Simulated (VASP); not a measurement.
# GaSb (GaSb (F-43m)) (F-43m) in VASP: vibrations by perturbation theory with PBE

Aim: the vibrations by perturbation theory of GaSb (GaSb (F-43m)) with PBE.

Everything below comes from runs of VASP 6.6.1. Logs are shortened: lines on timing, memory, paths and dates and some standing lists are left out, and cuts for length are marked.

## (1) The cell of the first run

Symmetry: F-43m, No. 216, cubic system. The conventional cell has a = 6.133 Å, b = 6.133 Å, c = 6.133 Å, α = 90.00°, β = 90.00°, γ = 90.00°. Ga (site symmetry -43m) has 4 Sb at 2.66 Å within 3.5 Å. Sb (site symmetry -43m) has 4 Ga at 2.66 Å within 3.5 Å.

## (2) Vibrations by perturbation theory, PBE

INCAR reads:

```
PREC = Accurate
ENCUT = 500
EDIFF = 1E-8
ISMEAR = 0
SIGMA = 0.01
LREAL = False
LASPH = True
NELM = 120
ALGO = Normal
ISIF = 2
LWAVE = False
LCHARG = False
GGA = PE
IBRION = 8
NSW = 1
LEPSILON = True
GGA_COMPAT = False
```

KPOINTS reads:

```
Automatic mesh
0
Gamma
  7 7 7
```

POSCAR reads:

```
GaSb
1.0
    0.0000000000      3.0663044079      3.0663044079
    3.0663044079      0.0000000000      3.0663044079
    3.0663044079      3.0663044079      0.0000000000
Ga Sb
1 1
Direct
    0.0000000000      0.0000000000      0.0000000000
    0.2500000000      0.2500000000      0.2500000000
```

Potentials or basis: VASP PAW PBE potentials, release 64 (Ga_d, Sb).

Run with:

```bash
> cat potpaw_PBE.64/Ga_d/POTCAR potpaw_PBE.64/Sb/POTCAR > POTCAR
> mpirun -np 1 vasp_std > vasp.out
```

OUTCAR:

```text
PREC = Accurate
   ENCUT = 500
   EDIFF = 1E-8
   ISMEAR = 0
   LREAL = False
   LASPH = True
   NELM = 120
   ISIF = 2
   GGA = PE
   IBRION = 8
   NSW = 1
   LEPSILON = True

 ion  position               nearest neighbor table
   1  0.000  0.000  0.000-   2 2.66   2 2.66   2 2.66   2 2.66
   2  0.250  0.250  0.250-   1 2.66   1 2.66   1 2.66   1 2.66

  LATTYP: Found a face centered cubic cell.
 ALAT       =     6.1326088158

  Lattice vectors:

 A1 = (   0.0000000000,   3.0663044079,   3.0663044079)
 A2 = (   3.0663044079,   0.0000000000,   3.0663044079)
 A3 = (   3.0663044079,   3.0663044079,   0.0000000000)

Analysis of symmetry for initial positions (statically):
=====================================================================
 Subroutine PRICEL returns:
 Original cell was already a primitive cell.

 Routine SETGRP: Setting up the symmetry group for a
 face centered cubic supercell.

 Subroutine GETGRP returns: Found 24 space group operations
 (whereof 24 operations were pure point group operations)
 out of a pool of 48 trial point group operations.

The static configuration has the point symmetry T_d .

Analysis of symmetry for dynamics (positions and initial velocities):
=====================================================================
 Subroutine PRICEL returns:
 Original cell was already a primitive cell.

 Routine SETGRP: Setting up the symmetry group for a
 face centered cubic supercell.

 Subroutine GETGRP returns: Found 24 space group operations
 (whereof 24 operations were pure point group operations)
 out of a pool of 48 trial point group operations.

The dynamic configuration has the point symmetry T_d .

 Subroutine INISYM returns: Found 24 space group operations
 (whereof 24 operations are pure point group operations),
 and found     1 'primitive' translations

----------------------------------------------------------------------------------------

                                     Primitive cell

[... 544 lines left out ...]
 ------------------------------------------------------
       77203.982186    -0.000000     0.000000
           0.000000 77203.982186     0.000000
          -0.000000     0.000000 77203.982186
 ------------------------------------------------------

 PIEZOELECTRIC TENSOR (including local field effects)  for field in x, y, z        (e  Angst)
          XX          YY          ZZ          XY          YZ          ZX
  --------------------------------------------------------------------------------
  x     0.00000     0.00000    -0.00000     0.00000    83.78499     0.00000
  y     0.00000     0.00000    -0.00000     0.00000     0.00000    83.78499
  z     0.00000     0.00000     0.00000    83.78499     0.00000     0.00000

 PIEZOELECTRIC TENSOR (including local field effects)  for field in x, y, z        (C/m^2)
          XX          YY          ZZ          XY          YZ          ZX
  --------------------------------------------------------------------------------
  x     0.00000     0.00000    -0.00000     0.00000    23.28097     0.00000
  y     0.00000     0.00000    -0.00000     0.00000     0.00000    23.28097
  z     0.00000     0.00000     0.00000    23.28097     0.00000     0.00000

 BORN EFFECTIVE CHARGES (including local field effects) (in |e|, cummulative output)
 ---------------------------------------------------------------------------------
 ion    1
    1   128.17483     0.00000     0.00000
    2    -0.00000   128.17483     0.00000
    3     0.00000    -0.00000   128.17483
 ion    2
    1  -128.17483    -0.00000    -0.00000
    2     0.00000  -128.17483    -0.00000
    3     0.00000     0.00000  -128.17483

 INTERNAL STRAIN TENSOR FOR ION    2 for displacements in x,y,z  (eV/Angst):
          X           Y           Z          XY          YZ          ZX
  --------------------------------------------------------------------------------
  x    -0.00000     0.00000     0.00000     0.00000    -8.17774     0.00000
  y     0.00000     0.00000     0.00000     0.00000     0.00000    -8.17774
  z     0.00000     0.00000    -0.00000    -8.17774     0.00000     0.00000

 SECOND DERIVATIVES (NOT SYMMETRIZED)
 ------------------------------------
               1X          1Y          1Z          2X          2Y          2Z
  1X    -5.185131    0.000000    0.000000    5.185131    0.000000    0.000000
  1Y     0.000000   -5.185131    0.000000    0.000000    5.185131    0.000000
  1Z     0.000000    0.000000   -5.185131    0.000000    0.000000    5.185131
  2X     5.227430    0.000000    0.000000   -5.227430    0.000000    0.000000
  2Y     0.000000    5.227430    0.000000    0.000000   -5.227430    0.000000
  2Z     0.000000    0.000000    5.227430    0.000000    0.000000   -5.227430

 Eigenvectors and eigenvalues of the dynamical matrix
 ----------------------------------------------------

   1 f  =    5.354350 THz    33.642375 2PiTHz  178.601900 cm-1    22.143803 meV
             X         Y         Z           dx          dy          dz
      0.000000  0.000000  0.000000     0.000000    0.796226    0.000000
      1.533152  1.533152  1.533152     0.000000   -0.605000    0.000000
[... 21 lines left out ...]
   6 f/i=    0.010478 THz     0.065834 2PiTHz    0.349504 cm-1     0.043333 meV
             X         Y         Z           dx          dy          dz
      0.000000  0.000000  0.000000     0.000000    0.000000   -0.605000
      1.533152  1.533152  1.533152     0.000000    0.000000   -0.796226

--------------------------------------------------------------------------------------------------------

 MACROSCOPIC STATIC DIELECTRIC TENSOR IONIC CONTRIBUTION
 ------------------------------------------------------
        9902.947668     0.000000     0.000000
           0.000000  9902.947668     0.000000
           0.000000     0.000000  9902.947668
 ------------------------------------------------------

 ELASTIC MODULI CONTR FROM IONIC RELAXATION (kBar)
 Direction    XX          YY          ZZ          XY          YZ          ZX
 --------------------------------------------------------------------------------
 XX          -0.0000      0.0000      0.0000     -0.0000      0.0000     -0.0000
 YY           0.0000     -0.0000      0.0000     -0.0000     -0.0000      0.0000
 ZZ           0.0000      0.0000     -0.0000      0.0000     -0.0000     -0.0000
 XY          -0.0000     -0.0000      0.0000   -360.9040      0.0000      0.0000
 YZ           0.0000     -0.0000     -0.0000      0.0000   -360.9040      0.0000
 ZX          -0.0000      0.0000     -0.0000      0.0000      0.0000   -360.9040
 --------------------------------------------------------------------------------

 PIEZOELECTRIC TENSOR IONIC CONTR  for field in x, y, z        (C/m^2)
          XX          YY          ZZ          XY          YZ          ZX
  --------------------------------------------------------------------------------
  x    -0.00000     0.00000     0.00000     0.00000    56.25361     0.00000
  y     0.00000    -0.00000     0.00000     0.00000    -0.00000    56.25361
  z     0.00000     0.00000    -0.00000    56.25361     0.00000    -0.00000
```

It took 7.5 min on 1 thread of AMD EPYC 9R45 (Zen 5), shared host; peak memory 0.25 GiB.

What came out:

```yaml
Electronic_dielectric_tensor_diagonal: 77203.98
Born_charges_mean_of_the_diagonal: Ga +128.17; Sb -128.17 e
Highest_phonon_frequency_at_Γ_LO-TO_splitting_left_out: 179 cm⁻¹
```

Phonon frequencies in cm⁻¹ (negative: imaginary):
```csv
q point,frequencies
"(0.000, 0.000, 0.000)",0 0 0 179 179 179
```

Electronic dielectric tensor:
```
77203.98     0.00     0.00
    0.00 77203.98     0.00
    0.00     0.00 77203.98
```

Born effective charge tensors (e):
atom 1, Ga
```
128.17   0.00   0.00
  0.00 128.17   0.00
  0.00   0.00 128.17
```
atom 2, Sb
```
-128.17    0.00    0.00
   0.00 -128.17    0.00
   0.00    0.00 -128.17
```

Caveat: the cell wasn't relaxed at this level first, which shifts response properties; spin-orbit coupling is left out, which moves the levels of the heavy elements.
